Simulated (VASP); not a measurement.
# SiF (P-6m2) in VASP: further runs

SiF is run at these levels: PBE; tasks: single point, relaxation of cell and atoms.

All numbers are computed with VASP 6.6.1; they aren't measurements. Logs are shortened: lines on timing, memory, paths and dates and some standing lists are left out, and cuts for length are marked.

## 1. The cell of the first run

It takes space group P-6m2 (No. 187, hexagonal). Conventional cell: a = 2.702 Å, b = 2.702 Å, c = 3.873 Å, α = 90.00°, β = 90.00°, γ = 120.00°. Si (site symmetry -6m2) has 6 F at 2.49 Å and 6 Si at 2.70 Å within 3.3 Å. Within 3.3 Å of F (site symmetry -6m2) lie 6 Si at 2.49 Å and 6 F at 2.70 Å.

## 2. Single point, PBE

INCAR

```
SYSTEM = SiF
PREC     = Accurate       ! precision mode
ENCUT    = 520            ! plane-wave cutoff, eV
EDIFF    = 1E-6           ! SCF threshold, eV
ISMEAR   = 0              ! smearing method
SIGMA    = 0.1            ! smearing width, eV
LREAL    = .FALSE.        ! projectors in reciprocal space
LASPH    = .TRUE.         ! aspherical terms in the spheres
NELM     = 60             ! most SCF steps
ALGO     = Normal         ! electronic algorithm
ISIF     = 2              ! what is computed and relaxed
LWAVE    = .FALSE.        ! write WAVECAR
LCHARG   = .FALSE.        ! write CHGCAR
GGA      = PE             ! functional
NBANDS   = 12             ! bands
```

KPOINTS

```
regular mesh
0
G
  24 24 14
  0 0 0
```

POSCAR

```
SiF
1.0
    2.7024151370      0.0000000000      0.0000000000
   -1.3512075685      2.3403601602      0.0000000000
    0.0000000000      0.0000000000      3.8726578125
Si F
1 1
Direct
    0.6666666667      0.3333333333      0.0000000000
    0.0000000000      0.0000000000      0.5000000000
```

Potentials or basis: VASP PAW PBE potentials, release 64 (Si, F).

Started as:

```console
$ cat potpaw_PBE.64/Si/POTCAR potpaw_PBE.64/F/POTCAR > POTCAR
$ mpirun -np 1 vasp_std > vasp.out
```

OUTCAR:

```text
SYSTEM = SiF
   PREC = Accurate
   ENCUT = 520
   EDIFF = 1E-6
   ISMEAR = 0
   LREAL = .FALSE.
   LASPH = .TRUE.
   NELM = 60
   ISIF = 2
   GGA = PE

 ion  position               nearest neighbor table
   1  0.667  0.333  0.000-   2 2.49   2 2.49   2 2.49   2 2.49   2 2.49   2 2.49
   2  0.000  0.000  0.500-   1 2.49   1 2.49   1 2.49   1 2.49   1 2.49   1 2.49

  LATTYP: Found a hexagonal cell.
 ALAT       =     2.7024151370
 C/A-ratio  =     1.4330358647

  Lattice vectors:

 A1 = (   2.7024151370,   0.0000000000,   0.0000000000)
 A2 = (  -1.3512075685,   2.3403601602,   0.0000000000)
 A3 = (   0.0000000000,   0.0000000000,   3.8726578125)

Analysis of symmetry for initial positions (statically):
=====================================================================
 Subroutine PRICEL returns:
 Original cell was already a primitive cell.

 Routine SETGRP: Setting up the symmetry group for a
 hexagonal supercell.

 Subroutine GETGRP returns: Found 12 space group operations
 (whereof 12 operations were pure point group operations)
 out of a pool of 24 trial point group operations.

The static configuration has the point symmetry D_3h.

Analysis of symmetry for dynamics (positions and initial velocities):
=====================================================================
 Subroutine PRICEL returns:
 Original cell was already a primitive cell.

 Routine SETGRP: Setting up the symmetry group for a
 hexagonal supercell.

 Subroutine GETGRP returns: Found 12 space group operations
 (whereof 12 operations were pure point group operations)
 out of a pool of 24 trial point group operations.

The dynamic configuration has the point symmetry D_3h.

 Subroutine INISYM returns: Found 12 space group operations
 (whereof 12 operations are pure point group operations),
 and found     1 'primitive' translations

----------------------------------------------------------------------------------------

                                     Primitive cell

  volume of cell :      24.4931

  direct lattice vectors                    reciprocal lattice vectors
     2.702415137  0.000000000  0.000000000     0.370039372  0.213642331  0.000000000
    -1.351207569  2.340360160  0.000000000     0.000000000  0.427284662  0.000000000
     0.000000000  0.000000000  3.872657812     0.000000000  0.000000000  0.258220594

  length of vectors
     2.702415137  2.702415137  3.872657812     0.427284662  0.427284662  0.258220594

  position of ions in fractional coordinates (direct lattice)
     0.666666667  0.333333333  0.000000000
     0.000000000  0.000000000  0.500000000

  ion indices of the primitive-cell ions
   primitive index   ion index
                 1           1
                 2           2

----------------------------------------------------------------------------------------

 KPOINTS: regular mesh

Automatic generation of k-mesh.
 Grid dimensions read from file:
 generate k-points for:   24   24   14

 Generating k-lattice:

  Cartesian coordinates                     Fractional coordinates (reciprocal lattice)
     0.015418307  0.008901764  0.000000000     0.041666667 -0.000000000  0.000000000
     0.000000000  0.017803528  0.000000000     0.000000000  0.041666667  0.000000000
     0.000000000  0.000000000  0.018444328     0.000000000  0.000000000  0.071428571

  Length of vectors
     0.017803528  0.017803528  0.018444328

  Shift w.r.t. Gamma in fractional coordinates (k-lattice)
     0.000000000  0.000000000  0.000000000

 Subroutine IBZKPT returns following result:
 ===========================================

 Found    488 irreducible k-points:

 Following reciprocal coordinates:
            Coordinates               Weight
  0.000000  0.000000  0.000000      1.000000
  0.041667  0.000000  0.000000      6.000000
  0.083333  0.000000  0.000000      6.000000
  0.125000  0.000000  0.000000      6.000000
  0.166667  0.000000  0.000000      6.000000
  0.208333 -0.000000  0.000000      6.000000
[... 16 lines left out ...]
  0.416667  0.041667  0.000000     12.000000
  0.458333  0.041667  0.000000     12.000000
 [... further k-points ...]
   k-points           NKPTS =    488   k-points in BZ     NKDIM =    488   number of bands    NBANDS=     12
   number of dos      NEDOS =    301   number of ions     NIONS =      2
   total plane-waves  NPLWV =  12000
   dimension x,y,z NGX =    20 NGY =   20 NGZ =   30
   dimension x,y,z NGXF=    40 NGYF=   40 NGZF=   60
   ions per type =               1   1
   NGX,Y,Z   is equivalent  to a cutoff of  12.30, 12.30, 12.88 a.u.
   NGXF,Y,Z  is equivalent  to a cutoff of  24.61, 24.61, 25.76 a.u.
 SYSTEM =  SiF
   PREC   = accura    normal or accurate (medium, high low for compatibility)
   ISTART =      0    job   : 0-new  1-cont  2-samecut
   ICHARG =      2    charge: 1-file 2-atom 10-const
   ISPIN  =      1    spin polarized calculation?
   LNONCOLLINEAR =      F non collinear calculations
   LSORBIT =      F    spin-orbit coupling
   LASPH  =      T    aspherical Exc in radial PAW
   ENCUT  =  520.0 eV  38.22 Ry    6.18 a.u.   5.02  5.02  7.20*2*pi/ulx,y,z
   NELM   =     60;   NELMIN=  2; NELMDL= -5     # of ELM steps
   EDIFF  = 0.1E-05   stopping-criterion for ELM
   LREAL  =      F    real-space projection
   EDIFFG = 0.1E-04   stopping-criterion for IOM
   NSW    =      0    number of steps for IOM
   IBRION =     -1    ionic relax: 0-MD 1-quasi-New 2-CG
   NFREE  =      0    steps in history (QN), initial steepest desc. (CG)
   ISIF   =      2    stress and relaxation
   ISYM   =      2    0-nonsym 1-usesym 2-fastsym
   POTIM  = 0.5000    time-step for ionic-motion
   TEBEG  =    0.0;   TEEND  =   0.0 temperature during run
   PSTRESS=    0.0 pullay stress
   NELECT =      11.0000    total number of electrons
   NUPDOWN=      -1.0000    fix difference up-down
   EMIN   =  10.00;   EMAX   =-10.00  energy-range for DOS
   EFERMI =   0.00;   METHOD = LEGACY
   ISMEAR =     0;   SIGMA  =   0.10  broadening in eV -4-tet -1-fermi 0-gaus
   EFERMI_NEDOS =   21; number of points for ismear=-14 and -15
   IALGO  =     38    algorithm
   IMIX   =      4    mixing-type and parameters
     AMIX     =   0.40;   BMIX     =  1.00
     AMIX_MAG =   1.60;   BMIX_MAG =  1.00
  volume/ion in A,a.u.               =      12.25        82.64
  Fermi-wavevector in a.u.,A,eV,Ry     =   1.253693  2.369136 21.384894  1.571745
  Thomas-Fermi vector in A             =   2.387533
   LORBIT       =      0    0 simple, 1 ext, 2 COOP (PROOUT), +10 PAW based schemes
   GGA     = PE    functional components
   LHFCALC =     F    Hartree Fock is set to
   AEXX    =    0.0000 exact exchange contribution
   IVDW    =     0    specifies the selected vdW correction
   LEPSILON=     F    determine dielectric tensor
   LRPA    =     F    only Hartree local field effects (RPA)
 non-spin polarized calculation
 Gauss-broadening in eV      SIGMA  =   0.10
  energy-cutoff  :      520.00
  volume of cell :       24.49
 maximum number of plane-waves:       674
 NGX is ok and might be reduce to    20
   NGX =  9   NGY =  9   NGZ = 15

 number of electron      11.0000014 magnetization

 Free energy of the ion-electron system (eV)
  ---------------------------------------------------
  ext. energy  EPLUGINS =         0.00000000
  ---------------------------------------------------
  free energy    TOTEN  =        -8.81957331 eV

  energy without entropy =       -8.81826298  energy(sigma->0) =       -8.81891814

 E-fermi :   6.5785     XC(G=0): -10.7554

 val. band max:        6.5745209381   @ k =   0.2500   0.2500   0.2857
 cond. band min:       6.6110379233   @ k =   0.2917   0.1667   0.0714
 fundamental gap:      0.0365169852
 Fermi energy:         6.5784785620

 k-point     1 :       0.0000    0.0000    0.0000
  band No.  band energies     occupation
      1     -17.4776      2.00000
      2      -4.0366      2.00000
      3      -0.6908      2.00000
      4       2.9789      2.00000
      5       2.9789      2.00000
      6       9.9536      0.00000
      7      14.0309      0.00000
      8      17.0421      0.00000
      9      17.0421      0.00000
     10      19.6672      0.00000
     11      19.6672      0.00000
     12      23.6771      0.00000

 k-point     2 :       0.0417    0.0000    0.0000
  band No.  band energies     occupation
      1     -17.4657      2.00000
      2      -4.0013      2.00000
      3      -0.6669      2.00000
      4       2.9311      2.00000
      5       2.9681      2.00000
      6       9.9518      0.00000
      7      14.0364      0.00000
      8      16.6727      0.00000
      9      16.8103      0.00000
     10      19.5896      0.00000
     11      19.9793      0.00000
     12      24.0205      0.00000

 k-point     3 :       0.0833    0.0000    0.0000
  band No.  band energies     occupation
      1     -17.4319      2.00000
      2      -3.8960      2.00000
      3      -0.5960      2.00000
      4       2.7942      2.00000
      5       2.9364      2.00000
      6       9.9459      0.00000
      7      13.9589      0.00000
      8      15.8805      0.00000
      9      16.3069      0.00000
     10      19.3683      0.00000
     11      20.7228      0.00000
     12      24.6843      0.00000
[... 286 lines left out ...]
 k-point    23 :       0.4167    0.0417    0.0000
  band No.  band energies     occupation
      1     -16.7737      2.00000
      2      -1.5010      2.00000
      3       0.9398      2.00000
      4       1.8785      2.00000
      5       2.4043      2.00000
      6       4.8180      2.00000
      7       9.8903      0.00000
      8      12.3916      0.00000
      9      15.1342      0.00000
     10      16.3147      0.00000
     11      21.3560      0.00000
     12      22.1211      0.00000

 k-point    24 :       0.4583    0.0417    0.0000
  band No.  band energies     occupation
      1     -16.7473      2.00000
      2      -1.4183      2.00000
      3       1.0102      2.00000
      4       2.0779      2.00000
      5       2.4950      2.00000
      6       4.2009      2.00000
      7       9.8924      0.00000
      8      12.3205      0.00000
      9      15.0711      0.00000
     10      16.0795      0.00000
     11      21.7864      0.00000
     12      22.0421      0.00000

 [... further k-points ...]

------------------------ aborting loop because EDIFF is reached ----------------------------------------

  FORCE on cell =-STRESS in cart. coord.  units (eV):
  Direction    XX          YY          ZZ          XY          YZ          ZX
  --------------------------------------------------------------------------------------
  -------------------------------------------------------------------------------------
  Total       -0.0319098     -0.0319098     -0.0266390      0.0000000      0.0000000      0.0000000
  in kB       -2.0873298     -2.0873298     -1.7425450      0.0000000      0.0000000      0.0000000
  external PRESSURE =      -1.9724015 kB  Pullay stress =       0.0000000 kB

 VOLUME and BASIS-vectors are now :
 -----------------------------------------------------------------------------
  energy-cutoff  :      520.00
  volume of cell :       24.49
      direct lattice vectors                 reciprocal lattice vectors
     2.702415137  0.000000000  0.000000000     0.370039372  0.213642331  0.000000000
    -1.351207569  2.340360160  0.000000000     0.000000000  0.427284662  0.000000000
     0.000000000  0.000000000  3.872657812     0.000000000  0.000000000  0.258220594

 POSITION                                       TOTAL-FORCE (eV/Angst)
 -----------------------------------------------------------------------------------
      1.35121      0.78012      0.00000         0.000000      0.000000      0.000000
      0.00000      0.00000      1.93633        -0.000000      0.000000      0.000000
 -----------------------------------------------------------------------------------
    total drift:                                0.000000     -0.000000      0.000000

  FREE ENERGIE OF THE ION-ELECTRON SYSTEM (eV)
  ---------------------------------------------------
  free  energy   TOTEN  =        -8.8195733122 eV

  energy  without entropy=       -8.8182629757  energy(sigma->0) =       -8.81891814
```

Wall time 71 s (1 thread of Intel Xeon 6975P-C, shared host); peak memory 0.24 GiB.

Results:

- Free energy: -8.8196 eV
- Pressure: -0.2 GPa

Caveat: an odd number of electrons without spin polarisation forces a metal; a magnetic or distorted state may lie lower.

## 3. Relaxation of cell and atoms, PBE

INCAR

```
PREC = Accurate
ENCUT = 600
EDIFF = 1E-6
ISMEAR = 0
SIGMA = 0.1
LREAL = F
LASPH = T
NELM = 100
ALGO = Normal
ISIF = 3
LWAVE = F
LCHARG = F
GGA = PE
IBRION = 2
NSW = 100
EDIFFG = -0.01
```

KPOINTS

```
Automatic mesh
0
Gamma
  24 24 14
```

POSCAR

```
SiF
1.0
    2.7014400243      0.0000000000      0.0000000000
   -1.3507200122      2.3395156878      0.0000000000
    0.0000000000      0.0000000000      3.8751092017
Si F
1 1
Direct
    0.6666666667      0.3333333333      0.0000000000
    0.0000000000      0.0000000000      0.5000000000
```

Potentials or basis: VASP PAW PBE potentials, release 64 (Si, F).

Started as:

```console
$ cat potpaw_PBE.64/Si/POTCAR potpaw_PBE.64/F/POTCAR > POTCAR
$ mpirun -np 1 vasp_std > vasp.out
```

Run time: 1.8 min. Hardware: 1 thread of Intel Xeon 6975P-C, shared host; peak memory 0.27 GiB.

The run converged. Its results:

```yaml
Free_energy: -8.8212 eV
Relaxed_volume: 12.21 Å³/atom
Relaxed_cell: a = 2.700 Å, b = 2.700 Å, c = 3.870 Å, α = 90.00°, β = 90.00°, γ = 120.00°
Space_group_after_relaxing_to_0.05_Å: P-6m2 (No. 187)
Energy_gained_by_relaxing: 0.0 meV/atom
Ionic_steps: 3
Pressure_after_relaxing: 0.0 GPa
```

Stress tensor (GPa, compression positive):
```
-0.05  0.00  0.00
 0.00 -0.05  0.00
 0.00  0.00  0.05
```

Final structure:
```cif
data_structure
_symmetry_space_group_name_H-M 'P 1'
_symmetry_Int_Tables_number 1
_cell_length_a 2.6996
_cell_length_b 2.6996
_cell_length_c 3.8701
_cell_angle_alpha 90.000
_cell_angle_beta 90.000
_cell_angle_gamma 120.000
_cell_volume 24.43
loop_
_atom_site_label
_atom_site_type_symbol
_atom_site_fract_x
_atom_site_fract_y
_atom_site_fract_z
_atom_site_occupancy
Si1 Si 0.66667 0.33333 0.00000 1
F1 F 0.00000 0.00000 0.50000 1
```

Levels at points of the mesh, in eV from the Fermi level:
```tsv
k point	band 3	band 4	band 5	band 6	band 7	band 8
(0.00, 0.00, 0.00)	-7.30	-3.61	-3.61	3.38	7.45	10.50
(0.50, 0.00, 0.00)	-5.59	-4.32	-4.22	-2.50	3.29	6.52
(0.00, 0.00, 0.50)	-3.58	-3.58	-3.25	-0.75	10.61	10.61
(0.50, 0.00, 0.50)	-6.88	-5.00	-4.14	-1.11	4.30	5.95
```

Caveat: an odd number of electrons without spin polarisation forces a metal; a magnetic or distorted state may lie lower.
